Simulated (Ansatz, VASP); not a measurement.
# One calculation of Ta, two programs

```xyz
3
Lattice="0.0000 3.1809 3.1809 3.1809 0.0000 3.1809 3.1809 3.1809 0.0000" Properties=species:S:1:pos:R:3 pbc="T T T"
Ta    1.5905    1.5905    1.5905
Ta    4.7714    4.7714    4.7714
Ta    3.1809    3.1809    3.1809
```

Alike in both runs: task relaxation of cell and atoms; functional PBE; k mesh 12 × 12 × 12; occupations gaussian, width 0.1 eV; no spin polarisation.

|  | VASP | Ansatz |
| --- | --- | --- |
| version | VASP 6.6.1 | Ansatz 0.2.0 |
| potentials or method | VASP PAW PBE potentials, release 64 (Ta_pv), cutoff 600 eV | scalar-relativistic, plane waves, PAW |
| valence electrons in the cell | 33 | 39 |

|  | VASP | Ansatz | Ansatz less VASP |
| --- | --- | --- | --- |
| gap on the k mesh at the Fermi level, each at its own relaxed structure (eV) | none | none | - |
| relaxed volume (Å³/atom) | 21.46 | 21.43 | -0.023 |
| relaxed length of the cell vector where the two differ most in proportion (Å) | 4.499 | 4.497 | -0.0016 |

A gap of «none» marks a metal or a gap that the smearing closes. VASP's potentials hold 33 valence electrons a cell and Ansatz's 39, so a difference there can come from the potentials and not from the codes.

Neither program's run includes spin-orbit coupling. Noted on VASP's run: the relaxation stopped at its first step, so nothing moved.
